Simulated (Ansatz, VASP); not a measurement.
## Two plane-wave programs on Sb

```
Sb
1.0
    -1.85347    1.85347    1.85347
     1.85347   -1.85347    1.85347
     1.85347    1.85347   -1.85347
Sb
1
Cartesian
  0.0000 0.0000 0.0000
```

Alike in both runs: functional LDA; k mesh 14 × 14 × 14; occupations fermi-dirac, width 0.08 eV; no spin polarisation.

Ansatz relaxed the structure, and its values are those at the end. VASP's run is a single point on that final structure, the one shown.

|  | VASP | Ansatz |
| --- | --- | --- |
| version | VASP 6.6.1 | Ansatz 0.2.0 |
| potentials or method | VASP PAW LDA potentials, release 64 (Sb) | PAW with Ansatz's default frozen-core files, scalar-relativistic |
| plane-wave cutoff (eV) | 520 | 420 |
| valence electrons in the cell | 5 | 15 |

Ansatz gave:

| Property | Result |
| --- | --- |
| pressure (GPa) | 0.0 |

Q: Estimate VASP's values.

A: Pressure (GPa): 0.1.

LDA's correlation is that of Perdew and Zunger in VASP and of Perdew and Wang (1992) in Ansatz. VASP's potentials hold 5 valence electrons a cell and Ansatz's 15, so a difference there can come from the potentials and not from the codes.

Spin-orbit coupling is off throughout.
